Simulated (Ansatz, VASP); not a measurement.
**Mg: VASP beside Ansatz**

Contents of INCAR:

```
PREC = Accurate
ENCUT = 520
EDIFF = 1E-6
ISMEAR = 0
SIGMA = 0.15
LREAL = F
LASPH = T
NELM = 60
ALGO = Normal
ISIF = 2
LWAVE = F
LCHARG = T
GGA = PS
LELF = T
LVHAR = T
NBANDS = 7
```

The input KPOINTS:

```
Automatic mesh
0
Gamma
  18 18 18
```

The input POSCAR:

```
Mg
1.0
   -1.8219578674      1.8219578674      1.8339000000
    1.8219578674     -1.8219578674      1.8339000000
    1.8219578674      1.8219578674     -1.8339000000
Mg
1
Direct
    0.0000000000      0.0000000000      0.0000000000
```

Input for Ansatz:

```yaml
crystal:
  lattice:
    - [-1.8219578674, 1.8219578674, 1.8339]
    - [1.8219578674, -1.8219578674, 1.8339]
    - [1.8219578674, 1.8219578674, -1.8339]
  atoms:
    - { symbol: Mg, position: [0.0, 0.0, 0.0] }
basis:
  ecutwfc: 520.0
kpoints:
  mp_grid: { grid: [18, 18, 18] }
hamiltonian:
  xc: pbesol
scf:
  occupations: { method: gaussian, width: 0.15 }
output:
  forces: true
  stress: true
  eigenvalues: true
```

Alike in both runs: task single point; functional PBEsol; k mesh 18 × 18 × 18; occupations gaussian, width 0.15 eV; no spin polarisation.

|  | VASP | Ansatz |
| --- | --- | --- |
| version | VASP 6.6.1 | Ansatz 0.2.0 |
| potentials or method | VASP PAW PBE potentials, release 64 (Mg), cutoff 520 eV | scalar-relativistic, plane waves, PAW |
| valence electrons in the cell | 2 | 10 |

|  | VASP | Ansatz | Ansatz less VASP |
| --- | --- | --- | --- |
| gap on the k mesh at the Fermi level (eV) | none | none | - |
| pressure (GPa) | -2.6 | -2.5 | +0.07 |

VASP's potentials were made for PBE, not for PBEsol. A gap of «none» marks a metal or a gap that the smearing closes. The functional is the same, so the differences come from potentials, cutoffs and numerics. VASP's potentials hold 2 valence electrons a cell and Ansatz's 10, so a difference there can come from the potentials and not from the codes.
